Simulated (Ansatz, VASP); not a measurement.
# KCl in VASP and in Ansatz

The input INCAR:

```
SYSTEM = KCl
PREC     = Accurate       ! precision mode
ENCUT    = 520            ! plane-wave cutoff, eV
EDIFF    = 1E-7           ! SCF threshold, eV
ISMEAR   = -1             ! smearing method
SIGMA    = 0.02           ! smearing width, eV
LREAL    = .False.        ! projectors in reciprocal space
LASPH    = .True.         ! aspherical terms in the spheres
NELM     = 80             ! most SCF steps
ALGO     = Normal         ! electronic algorithm
ISIF     = 2              ! what is computed and relaxed
LWAVE    = .False.        ! write WAVECAR
LCHARG   = .True.         ! write CHGCAR
GGA      = PE             ! functional
LELF     = .True.         ! ELF
LVHAR    = .True.       
NBANDS   = 15             ! bands
```

Contents of KPOINTS:

```
Automatic mesh
0
Gamma
  6 6 6
  0 0 0
```

The input POSCAR:

```
KCl
1.0
    0.0000000000      3.5072828382      3.5072828382
    3.5072828382      0.0000000000      3.5072828382
    3.5072828382      3.5072828382      0.0000000000
K Cl
1 1
Direct
    0.0000000000      0.0000000000      0.0000000000
    0.2500000000      0.2500000000      0.2500000000
```

Input for Ansatz:

```yaml
crystal:
  lattice:
    - [0.0, 3.5072828382, 3.5072828382]
    - [3.5072828382, 0.0, 3.5072828382]
    - [3.5072828382, 3.5072828382, 0.0]
  atoms:
    - { symbol: K, position: [0.0, 0.0, 0.0] }
    - { symbol: Cl, position: [0.25, 0.25, 0.25] }
kpoints:
  mp_grid: { grid: [6, 6, 6] }
  band_path:
    path:
      - [[0.0, 0.0, 0.0], [-0.5, -0.5, 6.197280472387e-17], [-0.375, -0.375, 0.25]]
      - [[-0.375, -1.565917255233e-17, 0.375], [0.0, 0.0, 0.0], [-1.135558750178e-16, -7.537385635705e-18, 0.5], [-0.5, -0.25, 0.25], [-0.5, -0.5, 6.197280472387e-17]]
    npoints: 10
hamiltonian:
  xc: pbe
scf:
  occupations: { method: fermi_dirac, width: 0.02 }
  n_extra_bands: 4
output:
  forces: true
  stress: true
  eigenvalues: true
```

Alike in both runs: task single point; functional PBE; k mesh 6 × 6 × 6; occupations fermi-dirac, width 0.02 eV; no spin polarisation.

|  | VASP | Ansatz |
| --- | --- | --- |
| version | VASP 6.6.1 | Ansatz 0.2.0 |
| potentials or method | VASP PAW PBE potentials, release 64 (K_sv, Cl) | plane waves, PAW |
| plane-wave cutoff (eV) | 520 | 420 |
| valence electrons in the cell | 16 | 16 |

|  | VASP | Ansatz | Ansatz less VASP |
| --- | --- | --- | --- |
| gap on the k mesh at the Fermi level (eV) | 4.77 | 4.78 | +0.001 |
| pressure (GPa) | 0.3 | 0.3 | -0.01 |

The functional is the same, so the differences come from potentials, cutoffs and numerics.
